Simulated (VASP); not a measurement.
# CoSn2 (I4/mcm) in VASP: relaxation of shape and atoms at fixed volume with PBEsol

Aim: the relaxation of shape and atoms at fixed volume of CoSn2 with PBEsol.

Everything below comes from runs of VASP 6.6.1. Logs are shortened: lines on timing, memory, paths and dates and some standing lists are left out, and cuts for length are marked.

## 1. The cell of the first run

It takes space group I4/mcm (No. 140, tetragonal). The conventional cell has a = 6.023 Å, b = 6.023 Å, c = 5.163 Å, α = 90.00°, β = 90.00°, γ = 90.00°. Co (site symmetry 422) has 2 Co at 2.58 Å and 8 Sn at 2.59 Å within 3.4 Å. Sn (site symmetry m2m) has 4 Co at 2.59 Å and 11 Sn at 2.82 to 3.26 Å within 3.4 Å.

## 2. Relaxation of shape and atoms at fixed volume, PBEsol (15.61 Å³/atom)

File INCAR:

```
ALGO = Fast ; EDIFF = 1E-7
EDIFFG = -0.01 ; ENCUT = 600
GGA = PS ; IBRION = 2
ISIF = 4 ; ISMEAR = 0
LASPH = T ; LCHARG = F
LREAL = F ; LWAVE = F
NELM = 100 ; NSW = 50
PREC = Accurate ; SIGMA = 0.1
```

File KPOINTS:

```
k-points
0
Gamma
  8 8 8
```

File POSCAR:

```
CoSn2
1.0
   -3.0114275623      3.0114275623      2.5816755509
    3.0114275623     -3.0114275623      2.5816755509
    3.0114275623      3.0114275623     -2.5816755509
Co Sn
2 4
Direct
    0.2500000000      0.2500000000      0.0000000000
    0.7500000000      0.7500000000      0.0000000000
    0.6654105132      0.1654105132      0.8308210263
    0.1654105132      0.3345894868      0.5000000000
    0.3345894868      0.8345894868      0.1691789737
    0.8345894868      0.6654105132      0.5000000000
```

Potentials or basis: VASP PAW PBE potentials, release 64 (Co, Sn_d).

Run with:

```
> cat potpaw_PBE.64/Co/POTCAR potpaw_PBE.64/Sn_d/POTCAR > POTCAR
> mpirun -np 1 vasp_std > vasp.out
```

OUTCAR:

```text
EDIFF = 1E-7
   EDIFFG = -0.01
   ENCUT = 600
   GGA = PS
   IBRION = 2
   ISIF = 4
   ISMEAR = 0
   LASPH = T
   LREAL = F
   NELM = 100
   NSW = 50
   PREC = Accurate

 ion  position               nearest neighbor table
   1  0.250  0.250  0.000-   2 2.58   2 2.58   3 2.59   5 2.59   6 2.59   6 2.59   4 2.59   4 2.59
                             3 2.59   5 2.59
   2  0.750  0.750  0.000-   1 2.58   1 2.58   3 2.59   5 2.59   4 2.59   4 2.59   6 2.59   6 2.59
                             5 2.59   3 2.59
   3  0.665  0.165  0.831-   1 2.59   2 2.59   1 2.59   2 2.59   5 2.82   5 2.96   5 2.96   6 3.18
                             4 3.18   4 3.18   6 3.18   6 3.26   4 3.26   4 3.26   6 3.26
   4  0.165  0.335  0.500-   2 2.59   2 2.59   1 2.59   1 2.59   6 2.82   6 2.96   6 2.96   3 3.18
                             5 3.18   5 3.18   3 3.18   3 3.26   5 3.26   3 3.26   5 3.26
   5  0.335  0.835  0.169-   1 2.59   2 2.59   1 2.59   2 2.59   3 2.82   3 2.96   3 2.96   6 3.18
                             4 3.18   6 3.18   4 3.18   4 3.26   6 3.26   6 3.26   4 3.26
   6  0.835  0.665  0.500-   1 2.59   1 2.59   2 2.59   2 2.59   4 2.82   4 2.96   4 2.96   5 3.18
                             3 3.18   3 3.18   5 3.18   5 3.26   3 3.26   3 3.26   5 3.26

  LATTYP: Found a body centered tetragonal cell.
 ALAT       =     6.0228551246
 C/A-ratio  =     0.8572929275

  Lattice vectors:

 A1 = (  -3.0114275623,   3.0114275623,   2.5816755509)
 A2 = (   3.0114275623,  -3.0114275623,   2.5816755509)
 A3 = (   3.0114275623,   3.0114275623,  -2.5816755509)

Analysis of symmetry for initial positions (statically):
=====================================================================
 Subroutine PRICEL returns:
 Original cell was already a primitive cell.

 Routine SETGRP: Setting up the symmetry group for a
 body centered tetragonal supercell.

 Subroutine GETGRP returns: Found 16 space group operations
 (whereof  8 operations were pure point group operations)
 out of a pool of 16 trial point group operations.

The static configuration has the point symmetry C_4h.
 The point group associated with its full space group is D_4h.

Analysis of symmetry for dynamics (positions and initial velocities):
=====================================================================
 Subroutine PRICEL returns:
 Original cell was already a primitive cell.

 Routine SETGRP: Setting up the symmetry group for a
 body centered tetragonal supercell.

 Subroutine GETGRP returns: Found 16 space group operations
 (whereof  8 operations were pure point group operations)
 out of a pool of 16 trial point group operations.

The dynamic configuration has the point symmetry C_4h.
 The point group associated with its full space group is D_4h.

 Subroutine INISYM returns: Found 16 space group operations
 (whereof  8 operations are pure point group operations),
 and found     1 'primitive' translations

----------------------------------------------------------------------------------------

                                     Primitive cell

  volume of cell :      93.6497

  direct lattice vectors                    reciprocal lattice vectors
    -3.011427562  3.011427562  2.581675551     0.000000000  0.166034211  0.193672671
     3.011427562 -3.011427562  2.581675551     0.166034211  0.000000000  0.193672671
     3.011427562  3.011427562 -2.581675551     0.166034211  0.166034211  0.000000000

  length of vectors
     4.980204873  4.980204873  4.980204873     0.255100888  0.255100888  0.234807833

  position of ions in fractional coordinates (direct lattice)
     0.250000000  0.250000000  0.000000000
     0.750000000  0.750000000  0.000000000
     0.665410513  0.165410513  0.830821026
     0.165410513  0.334589487  0.500000000
     0.334589487  0.834589487  0.169178974
     0.834589487  0.665410513  0.500000000

  ion indices of the primitive-cell ions
   primitive index   ion index
                 1           1
                 2           2
                 3           3
                 4           4
                 5           5
                 6           6
[... 85 lines left out ...]
   EMIN   =  10.00;   EMAX   =-10.00  energy-range for DOS
   EFERMI =   0.00;   METHOD = LEGACY
   ISMEAR =     0;   SIGMA  =   0.10  broadening in eV -4-tet -1-fermi 0-gaus
   EFERMI_NEDOS =   21; number of points for ismear=-14 and -15
   IALGO  =     68    algorithm
   IMIX   =      4    mixing-type and parameters
     AMIX     =   0.40;   BMIX     =  1.00
     AMIX_MAG =   1.60;   BMIX_MAG =  1.00
  volume/ion in A,a.u.               =      15.61       105.33
  Fermi-wavevector in a.u.,A,eV,Ry     =   1.513503  2.860106 31.166741  2.290691
  Thomas-Fermi vector in A             =   2.623285
   LORBIT       =      0    0 simple, 1 ext, 2 COOP (PROOUT), +10 PAW based schemes
   GGA     = PS    functional components
   LHFCALC =     F    Hartree Fock is set to
   AEXX    =    0.0000 exact exchange contribution
   IVDW    =     0    specifies the selected vdW correction
   LEPSILON=     F    determine dielectric tensor
   LRPA    =     F    only Hartree local field effects (RPA)
 conjugate gradient relaxation of ions
 non-spin polarized calculation
 RMM-DIIS sequential band-by-band and
 Gauss-broadening in eV      SIGMA  =   0.10
  energy-cutoff  :      600.00
  volume of cell :       93.65
 maximum number of plane-waves:      3156
   NGX = 19   NGY = 19   NGZ = 19

--------------------------------------- Ionic step        1  -------------------------------------------

 number of electron      74.0000005 magnetization

 Free energy of the ion-electron system (eV)
  ---------------------------------------------------
  ext. energy  EPLUGINS =         0.00000000
  ---------------------------------------------------
  free energy    TOTEN  =       -32.56265501 eV

  energy without entropy =      -32.54957176  energy(sigma->0) =      -32.55611339

------------------------ aborting loop because EDIFF is reached ----------------------------------------

  FORCE on cell =-STRESS in cart. coord.  units (eV):
  Direction    XX          YY          ZZ          XY          YZ          ZX
  --------------------------------------------------------------------------------------
  -------------------------------------------------------------------------------------
  Total       12.2327136     12.2327136     12.1817123      0.0000000      0.0000000      0.0000000
  in kB      209.2795986    209.2795986    208.4070593      0.0000000      0.0000000      0.0000000
  external PRESSURE =     208.9887522 kB  Pullay stress =       0.0000000 kB

 VOLUME and BASIS-vectors are now :
 -----------------------------------------------------------------------------
  energy-cutoff  :      600.00
  volume of cell :       93.65
      direct lattice vectors                 reciprocal lattice vectors
    -3.011427562  3.011427562  2.581675551     0.000000000  0.166034211  0.193672671
     3.011427562 -3.011427562  2.581675551     0.166034211  0.000000000  0.193672671
     3.011427562  3.011427562 -2.581675551     0.166034211  0.166034211  0.000000000

 POSITION                                       TOTAL-FORCE (eV/Angst)
 -----------------------------------------------------------------------------------
      0.00000      0.00000      1.29084        -0.000000     -0.000000      0.000000
      0.00000      0.00000      3.87251        -0.000000     -0.000000      0.000000
      0.99624      4.00767      0.00000        -0.022815     -0.022815      0.000000
      2.01518      0.99624      0.00000         0.022815     -0.022815     -0.000000
      2.01518     -0.99624      2.58168         0.022815      0.022815      0.000000
      0.99624      2.01518      2.58168        -0.022815      0.022815      0.000000
 -----------------------------------------------------------------------------------
    total drift:                               -0.000000     -0.000000      0.000000

  FREE ENERGIE OF THE ION-ELECTRON SYSTEM (eV)
  ---------------------------------------------------
  free  energy   TOTEN  =       -32.5626550132 eV

  energy  without entropy=      -32.5495717582  energy(sigma->0) =      -32.55611339

--------------------------------------- Ionic step        2  -------------------------------------------

 number of electron      74.0000007 magnetization

 Free energy of the ion-electron system (eV)
  ---------------------------------------------------
  ext. energy  EPLUGINS =         0.00000000
  ---------------------------------------------------
  free energy    TOTEN  =       -32.56279246 eV

  energy without entropy =      -32.54969786  energy(sigma->0) =      -32.55624516

 E-fermi :  12.9245     XC(G=0): -12.7988

 val. band max:       12.9020433782   @ k =  -0.2500   0.5000   0.2500
 cond. band min:      12.9304210788   @ k =  -0.2500   0.3750   0.2500
 fundamental gap:      0.0283777006
 Fermi energy:        12.9245284812

 k-point     1 :       0.0000    0.0000    0.0000
  band No.  band energies     occupation
      1      -8.7890      2.00000
      2      -8.7831      2.00000
      3      -8.7371      2.00000
      4      -8.7371      2.00000
      5      -8.7262      2.00000
      6      -8.7174      2.00000
[... 1117 lines left out ...]
     43      17.5074      0.00000
     44      17.5095      0.00000

 [... further k-points ...]
[... 5 lines left out ...]
  --------------------------------------------------------------------------------------
  -------------------------------------------------------------------------------------
  Total       12.2114664     12.2114664     12.1815870      0.0000000      0.0000000      0.0000000
  in kB      208.9160984    208.9160984    208.4049150      0.0000000      0.0000000      0.0000000
  external PRESSURE =     208.7457039 kB  Pullay stress =       0.0000000 kB

 VOLUME and BASIS-vectors are now :
 -----------------------------------------------------------------------------
  energy-cutoff  :      600.00
  volume of cell :       93.65
      direct lattice vectors                 reciprocal lattice vectors
    -3.011839253  3.011839253  2.580969816     0.000000000  0.166011516  0.193725629
     3.011839253 -3.011839253  2.580969816     0.166011516  0.000000000  0.193725629
     3.011839253  3.011839253 -2.580969816     0.166011516  0.166011516  0.000000000

 POSITION                                       TOTAL-FORCE (eV/Angst)
 -----------------------------------------------------------------------------------
      3.01184      3.01184     -1.29048         0.000000      0.000000     -0.000000
      3.01184      3.01184      1.29048         0.000000      0.000000     -0.000000
      0.99528      4.00712      0.00000        -0.005501     -0.005501      0.000000
      2.01656      0.99528      0.00000         0.005501     -0.005501     -0.000000
      2.01656     -0.99528      2.58097         0.005501      0.005501     -0.000000
      0.99528      2.01656      2.58097        -0.005501      0.005501     -0.000000
 -----------------------------------------------------------------------------------
    total drift:                                0.000000     -0.000000      0.000000

  FREE ENERGIE OF THE ION-ELECTRON SYSTEM (eV)
  ---------------------------------------------------
  free  energy   TOTEN  =       -32.5627924585 eV

  energy  without entropy=      -32.5496978582  energy(sigma->0) =      -32.55624516

 reached required accuracy - stopping structural energy minimisation
```

Run time: 9.6 min. Hardware: 1 thread of Intel Xeon Platinum 8259CL at 2.50GHz (Skylake/Cascade Lake), shared host; peak memory 0.41 GiB.

What came out:

| Quantity | Value |
| --- | --- |
| Free energy | -32.5628 eV |
| Energy gained by relaxing | 0.0 meV/atom |
| Ionic steps | 2 |
| Pressure after relaxing | 20.9 GPa |
| Largest force after relaxing | 0.008 eV/Å |
| Band gap on the k mesh | zero (bands 37 and 38 overlap by 1.93 eV) |

Forces in eV/Å, atoms in the order of the input:
```
Co   0.000  0.000  0.000
Co   0.000  0.000  0.000
Sn  -0.006 -0.006  0.000
Sn   0.006 -0.006  0.000
Sn   0.006  0.006  0.000
Sn  -0.006  0.006  0.000
```

Step by step:
| step | energy change (eV) | largest force (eV/Å) | pressure (GPa) | volume (Å³) |
| --- | --- | --- | --- | --- |
| 1 | 0.0000 | 0.0323 | 20.90 | 93.65 |
| 2 | -0.0001 | 0.0078 | 20.87 | 93.65 |

Final structure:
```
Co Sn
1.0
    -3.01184    3.01184    2.58097
     3.01184   -3.01184    2.58097
     3.01184    3.01184   -2.58097
Co Sn
2 4
Direct
  0.25000 0.25000 0.00000
  0.75000 0.75000 0.00000
  0.66523 0.16523 0.83046
  0.16523 0.33477 0.50000
  0.33477 0.83477 0.16954
  0.83477 0.66523 0.50000
```

Caveat: the PAW data sets were made with another functional, which shifts forces and pressure a little; spin-orbit coupling is left out, which moves the levels of the heavy elements; the run has no spin polarisation, though such a crystal can be magnetic.

The gap in the log of VASP goes by the Fermi energy; the results here count the filled bands.